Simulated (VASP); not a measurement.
Write the native input for VASP 6.6.1 that does the following.

```
Task                   : single point
Functional             : PBEsol
Potentials or basis    : VASP PAW PBE potentials, release 64 (Ru_pv)
Cutoff                 : 520 eV
k mesh                 : 21 × 21 × 12
Occupations            : gaussian, width 0.15 eV
Spin                   : no spin polarisation
Dipole correction      : no
Further INCAR settings : ALGO = Fast; EDIFF = 1e-06; NBANDS = 21
```

The structure of Ru lies in POSCAR:

```
Ru
1.0
    2.7916705078      0.0000000000      0.0000000000
   -1.3958352539      2.4176575788      0.0000000000
    0.0000000000      0.0000000000      4.0736056050
Ru
2
Direct
    0.3333333333      0.6666666667      0.2500000000
    0.6666666667      0.3333333333      0.7500000000
```

This cell differs from its parent crystal: volume 13.747 Å^3 an atom, c/a of the conventional cell 1.4592.

One way to write it, as run:

INCAR

```
SYSTEM = Ru
PREC = Accurate
ENCUT = 520
EDIFF = 1E-6
ISMEAR = 0
SIGMA = 0.15
LREAL = .False.
LASPH = .True.
NELM = 80
ALGO = Fast
ISIF = 2
LWAVE = .False.
LCHARG = .False.
GGA = PS
NBANDS = 21
```

KPOINTS

```
Automatic mesh
0
Gamma
  21 21 12
  0 0 0
```

Potentials or basis: VASP PAW PBE potentials, release 64 (Ru_pv).

Run with:

```sh
$ cat potpaw_PBE.64/Ru_pv/POTCAR > POTCAR
$ mpirun -np 1 vasp_std > vasp.out
```

Results of the run:

```yaml
Pressure: -7.0 GPa
Band_gap_on_the_k_mesh: zero (band 14 reaches 13.78 eV, above the bottom of band 15 at 10.79 eV)
```

Caveat: the PAW data sets were made with another functional, which shifts forces and pressure a little.

It took 93 s on 1 thread of Intel(R) Xeon(R) Platinum 8375C CPU @ 2.90GHz (Ice Lake) (shared host), peak memory 0.26 GiB.
